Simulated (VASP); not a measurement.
# Pd in VASP: notebook

Pd is run at these levels: PBEsol; tasks: relaxation of cell and atoms, single point.

Everything below comes from runs of VASP 6.6.1. Logs are shortened: lines on timing, memory, paths and dates and some standing lists are left out, and cuts for length are marked.

**1. The cell of the first run**

Symmetry: Fm-3m, No. 225, cubic system. The conventional cell has a = 3.881 Å, b = 3.881 Å, c = 3.881 Å, α = 90.00°, β = 90.00°, γ = 90.00°. Pd (site symmetry m-3m) has 12 Pd at 2.74 Å within 3.6 Å.

**2. Relaxation of cell and atoms, PBEsol**

INCAR

```
SYSTEM = Pd
PREC = Accurate
ENCUT = 600
EDIFF = 1E-7
ISMEAR = 0
SIGMA = 0.1
LREAL = .False.
LASPH = .True.
NELM = 80
ALGO = Normal
ISIF = 3
LWAVE = .False.
LCHARG = .False.
GGA = PS
IBRION = 2
NSW = 100
EDIFFG = -0.01
```

KPOINTS

```
Automatic mesh
0
Gamma
  24 24 24
  0 0 0
```

POSCAR

```
Pd
1.0
    0.0000000000      1.9407024034      1.9407024034
    1.9407024034      0.0000000000      1.9407024034
    1.9407024034      1.9407024034      0.0000000000
Pd
1
Direct
    0.5000000000      0.5000000000      0.5000000000
```

Potentials or basis: VASP PAW PBE potentials, release 64 (Pd).

On the command line:

```console
$ cat potpaw_PBE.64/Pd/POTCAR > POTCAR
$ mpirun -np 1 vasp_std > vasp.out
```

OUTCAR:

```text
SYSTEM = Pd
   PREC = Accurate
   ENCUT = 600
   EDIFF = 1E-7
   ISMEAR = 0
   LREAL = .False.
   LASPH = .True.
   NELM = 80
   ISIF = 3
   GGA = PS
   IBRION = 2
   NSW = 100
   EDIFFG = -0.01

 ion  position               nearest neighbor table
   1  0.500  0.500  0.500-

  LATTYP: Found a face centered cubic cell.
 ALAT       =     3.8814048068

  Lattice vectors:

 A1 = (   0.0000000000,   1.9407024034,   1.9407024034)
 A2 = (   1.9407024034,   0.0000000000,   1.9407024034)
 A3 = (   1.9407024034,   1.9407024034,   0.0000000000)

Analysis of symmetry for initial positions (statically):
=====================================================================
 Subroutine PRICEL returns:
 Original cell was already a primitive cell.

 Routine SETGRP: Setting up the symmetry group for a
 face centered cubic supercell.

 Subroutine GETGRP returns: Found 48 space group operations
 (whereof 48 operations were pure point group operations)
 out of a pool of 48 trial point group operations.

The static configuration has the point symmetry O_h .

Analysis of symmetry for dynamics (positions and initial velocities):
=====================================================================
 Subroutine PRICEL returns:
 Original cell was already a primitive cell.

 Routine SETGRP: Setting up the symmetry group for a
 face centered cubic supercell.

 Subroutine GETGRP returns: Found 48 space group operations
 (whereof 48 operations were pure point group operations)
 out of a pool of 48 trial point group operations.

The dynamic configuration has the point symmetry O_h .

 Subroutine INISYM returns: Found 48 space group operations
 (whereof 48 operations are pure point group operations),
 and found     1 'primitive' translations

----------------------------------------------------------------------------------------

                                     Primitive cell

  volume of cell :      14.6186

  direct lattice vectors                    reciprocal lattice vectors
     0.000000000  1.940702403  1.940702403    -0.257638677  0.257638677  0.257638677
     1.940702403  0.000000000  1.940702403     0.257638677 -0.257638677  0.257638677
     1.940702403  1.940702403  0.000000000     0.257638677  0.257638677 -0.257638677

  length of vectors
     2.744567659  2.744567659  2.744567659     0.446243279  0.446243279  0.446243279

  position of ions in fractional coordinates (direct lattice)
     0.500000000  0.500000000  0.500000000

  ion indices of the primitive-cell ions
   primitive index   ion index
                 1           1

----------------------------------------------------------------------------------------

 KPOINTS: Automatic mesh

Automatic generation of k-mesh.
 Grid dimensions read from file:
 generate k-points for:   24   24   24

 Generating k-lattice:

  Cartesian coordinates                     Fractional coordinates (reciprocal lattice)
    -0.010734945  0.010734945  0.010734945     0.041666667  0.000000000  0.000000000
     0.010734945 -0.010734945  0.010734945     0.000000000  0.041666667  0.000000000
     0.010734945  0.010734945 -0.010734945     0.000000000  0.000000000  0.041666667

  Length of vectors
     0.018593470  0.018593470  0.018593470

  Shift w.r.t. Gamma in fractional coordinates (k-lattice)
     0.000000000  0.000000000  0.000000000

 Subroutine IBZKPT returns following result:
 ===========================================

 Found    413 irreducible k-points:

 Following reciprocal coordinates:
            Coordinates               Weight
  0.000000  0.000000  0.000000      1.000000
  0.041667  0.000000  0.000000      8.000000
  0.083333  0.000000  0.000000      8.000000
  0.125000  0.000000  0.000000      8.000000
  0.166667  0.000000  0.000000      8.000000
  0.208333  0.000000  0.000000      8.000000
[... 16 lines left out ...]
  0.416667  0.041667  0.000000     24.000000
  0.458333  0.041667  0.000000     24.000000
 [... further k-points ...]
   k-points           NKPTS =    413   k-points in BZ     NKDIM =    413   number of bands    NBANDS=      9
   number of dos      NEDOS =    301   number of ions     NIONS =      1
   total plane-waves  NPLWV =  13824
   dimension x,y,z NGX =    24 NGY =   24 NGZ =   24
   dimension x,y,z NGXF=    48 NGYF=   48 NGZF=   48
   ions per type =               1
   NGX,Y,Z   is equivalent  to a cutoff of  14.54, 14.54, 14.54 a.u.
   NGXF,Y,Z  is equivalent  to a cutoff of  29.07, 29.07, 29.07 a.u.
 SYSTEM =  Pd
   PREC   = accura    normal or accurate (medium, high low for compatibility)
   ISTART =      0    job   : 0-new  1-cont  2-samecut
   ICHARG =      2    charge: 1-file 2-atom 10-const
   ISPIN  =      1    spin polarized calculation?
   LNONCOLLINEAR =      F non collinear calculations
   LSORBIT =      F    spin-orbit coupling
   LASPH  =      T    aspherical Exc in radial PAW
   ENCUT  =  600.0 eV  44.10 Ry    6.64 a.u.   5.48  5.48  5.48*2*pi/ulx,y,z
   NELM   =     80;   NELMIN=  2; NELMDL= -5     # of ELM steps
   EDIFF  = 0.1E-06   stopping-criterion for ELM
   LREAL  =      F    real-space projection
   EDIFFG = -.1E-01   stopping-criterion for IOM
   NSW    =    100    number of steps for IOM
   IBRION =      2    ionic relax: 0-MD 1-quasi-New 2-CG
   NFREE  =      1    steps in history (QN), initial steepest desc. (CG)
   ISIF   =      3    stress and relaxation
   ISYM   =      2    0-nonsym 1-usesym 2-fastsym
   POTIM  = 0.5000    time-step for ionic-motion
   TEBEG  =    0.0;   TEEND  =   0.0 temperature during run
   PSTRESS=    0.0 pullay stress
   NELECT =      10.0000    total number of electrons
   NUPDOWN=      -1.0000    fix difference up-down
   EMIN   =  10.00;   EMAX   =-10.00  energy-range for DOS
   EFERMI =   0.00;   METHOD = LEGACY
   ISMEAR =     0;   SIGMA  =   0.10  broadening in eV -4-tet -1-fermi 0-gaus
   EFERMI_NEDOS =   21; number of points for ismear=-14 and -15
   IALGO  =     38    algorithm
   IMIX   =      4    mixing-type and parameters
     AMIX     =   0.40;   BMIX     =  1.00
     AMIX_MAG =   1.60;   BMIX_MAG =  1.00
  volume/ion in A,a.u.               =      14.62        98.65
  Fermi-wavevector in a.u.,A,eV,Ry     =   1.442467  2.725867 28.309793  2.080711
  Thomas-Fermi vector in A             =   2.560984
   LORBIT       =      0    0 simple, 1 ext, 2 COOP (PROOUT), +10 PAW based schemes
   GGA     = PS    functional components
   LHFCALC =     F    Hartree Fock is set to
   AEXX    =    0.0000 exact exchange contribution
   IVDW    =     0    specifies the selected vdW correction
   LEPSILON=     F    determine dielectric tensor
   LRPA    =     F    only Hartree local field effects (RPA)
 conjugate gradient relaxation of ions
 non-spin polarized calculation
 Gauss-broadening in eV      SIGMA  =   0.10
  energy-cutoff  :      600.00
  volume of cell :       14.62
 maximum number of plane-waves:       531
 NGX is ok and might be reduce to    24
   NGX = 11   NGY = 11   NGZ = 11

--------------------------------------- Ionic step        1  -------------------------------------------

 number of electron      10.0000000 magnetization

 Free energy of the ion-electron system (eV)
  ---------------------------------------------------
  ext. energy  EPLUGINS =         0.00000000
  ---------------------------------------------------
  free energy    TOTEN  =        -5.96698076 eV

  energy without entropy =       -5.95541956  energy(sigma->0) =       -5.96120016

------------------------ aborting loop because EDIFF is reached ----------------------------------------

  FORCE on cell =-STRESS in cart. coord.  units (eV):
  Direction    XX          YY          ZZ          XY          YZ          ZX
  --------------------------------------------------------------------------------------
  -------------------------------------------------------------------------------------
  Total       -0.1182282     -0.1182282     -0.1182282      0.0000000      0.0000000      0.0000000
  in kB      -12.9576124    -12.9576124    -12.9576124      0.0000000      0.0000000      0.0000000
  external PRESSURE =     -12.9576124 kB  Pullay stress =       0.0000000 kB

 VOLUME and BASIS-vectors are now :
 -----------------------------------------------------------------------------
  energy-cutoff  :      600.00
  volume of cell :       14.62
      direct lattice vectors                 reciprocal lattice vectors
     0.000000000  1.940702403  1.940702403    -0.257638677  0.257638677  0.257638677
     1.940702403  0.000000000  1.940702403     0.257638677 -0.257638677  0.257638677
     1.940702403  1.940702403  0.000000000     0.257638677  0.257638677 -0.257638677

 POSITION                                       TOTAL-FORCE (eV/Angst)
 -----------------------------------------------------------------------------------
      1.94070      1.94070      1.94070        -0.000000     -0.000000     -0.000000
 -----------------------------------------------------------------------------------
    total drift:                               -0.000000     -0.000000      0.000000

  FREE ENERGIE OF THE ION-ELECTRON SYSTEM (eV)
  ---------------------------------------------------
  free  energy   TOTEN  =        -5.9669807649 eV

  energy  without entropy=       -5.9554195567  energy(sigma->0) =       -5.96120016

--------------------------------------- Ionic step        2  -------------------------------------------

 number of electron      10.0000001 magnetization

 E-fermi :  10.0798     XC(G=0): -13.5425

 val. band max:       10.0766752300   @ k =  -0.3333   0.3750   0.1667
 cond. band min:      10.0824269908   @ k =   0.5000   0.1250   0.0000
 fundamental gap:      0.0057517608
 Fermi energy:        10.0797827387

 k-point     1 :       0.0000    0.0000    0.0000
  band No.  band energies     occupation
      1       2.6230      2.00000
      2       7.0947      2.00000
      3       7.0947      2.00000
      4       7.0947      2.00000
      5       8.7985      2.00000
      6       8.7985      2.00000
      7      27.2042      0.00000
      8      32.1244      0.00000
      9      32.1244      0.00000

 k-point     2 :       0.0417    0.0000    0.0000
  band No.  band energies     occupation
      1       2.6880      2.00000
      2       7.0702      2.00000
      3       7.1181      2.00000
      4       7.1181      2.00000
      5       8.7867      2.00000
      6       8.7867      2.00000
      7      27.2790      0.00000
      8      31.6692      0.00000
      9      32.2025      0.00000
[... 286 lines left out ...]
 POSITION                                       TOTAL-FORCE (eV/Angst)
 -----------------------------------------------------------------------------------
      1.92963      1.92963      1.92963         0.000000     -0.000000      0.000000
 -----------------------------------------------------------------------------------
    total drift:                               -0.000000     -0.000000      0.000000

  FREE ENERGIE OF THE ION-ELECTRON SYSTEM (eV)
  ---------------------------------------------------
  free  energy   TOTEN  =        -5.9662842484 eV

  energy  without entropy=       -5.9550079633  energy(sigma->0) =       -5.96064611

--------------------------------------- Ionic step        3  -------------------------------------------

 number of electron      10.0000000 magnetization

 Free energy of the ion-electron system (eV)
  ---------------------------------------------------
  ext. energy  EPLUGINS =         0.00000000
  ---------------------------------------------------
  free energy    TOTEN  =        -5.96736608 eV

  energy without entropy =       -5.95591327  energy(sigma->0) =       -5.96163968

 E-fermi :   9.8931     XC(G=0): -13.4756

 val. band max:        9.8896073117   @ k =  -0.3333   0.3750   0.1667
 cond. band min:       9.8949525599   @ k =   0.5000   0.1250   0.0000
 fundamental gap:      0.0053452482
 Fermi energy:         9.8930761889

 k-point     1 :       0.0000    0.0000    0.0000
  band No.  band energies     occupation
      1       2.5224      2.00000
      2       6.9595      2.00000
      3       6.9595      2.00000
      4       6.9595      2.00000
      5       8.6339      2.00000
      6       8.6339      2.00000
      7      27.0160      0.00000
      8      31.8744      0.00000
      9      31.8744      0.00000

 k-point     2 :       0.0417    0.0000    0.0000
  band No.  band energies     occupation
      1       2.5868      2.00000
      2       6.9355      2.00000
      3       6.9825      2.00000
      4       6.9825      2.00000
      5       8.6223      2.00000
      6       8.6223      2.00000
      7      27.0888      0.00000
      8      31.4193      0.00000
      9      31.9506      0.00000
[... 286 lines left out ...]
 POSITION                                       TOTAL-FORCE (eV/Angst)
 -----------------------------------------------------------------------------------
      1.93653      1.93653      1.93653         0.000000      0.000000      0.000000
 -----------------------------------------------------------------------------------
    total drift:                               -0.000000     -0.000000      0.000000

  FREE ENERGIE OF THE ION-ELECTRON SYSTEM (eV)
  ---------------------------------------------------
  free  energy   TOTEN  =        -5.9673660824 eV

  energy  without entropy=       -5.9559132743  energy(sigma->0) =       -5.96163968

 reached required accuracy - stopping structural energy minimisation
```

It took 5.7 min on 1 thread of AMD EPYC 7R13, shared host; peak memory 0.18 GiB.

What came out:

| Property | Result |
| --- | --- |
| Free energy | -5.9674 eV |
| Relaxed volume | 14.52 Å³/atom |
| Relaxed cell | a = 2.739 Å, b = 2.739 Å, c = 2.739 Å, α = 60.00°, β = 60.00°, γ = 60.00° |
| Space group after relaxing (to 0.05 Å) | Fm-3m (No. 225) |
| Energy gained by relaxing | 0.4 meV/atom |
| Ionic steps | 3 |
| Pressure after relaxing | 0.0 GPa |
| Band gap on the k mesh | zero (band 5 reaches 10.19 eV, above the bottom of band 6 at 8.56 eV) |

The path:
| step | energy change (eV) | largest force (eV/Å) | pressure (GPa) | volume (Å³) |
| --- | --- | --- | --- | --- |
| 1 | 0.0000 | 0.0000 | -1.30 | 14.62 |
| 2 | 0.0007 | 0.0000 | 2.28 | 14.37 |
| 3 | -0.0004 | 0.0000 | 0.01 | 14.52 |

Final structure:
```
CELL_PARAMETERS angstrom
0.00000 1.93653 1.93653
1.93653 0.00000 1.93653
1.93653 1.93653 0.00000
ATOMIC_POSITIONS crystal
Pd 0.50000 0.50000 0.50000
```

Caveat: the PAW data sets were made with another functional, which shifts forces and pressure a little.

(Continued in part 2 of 2.)
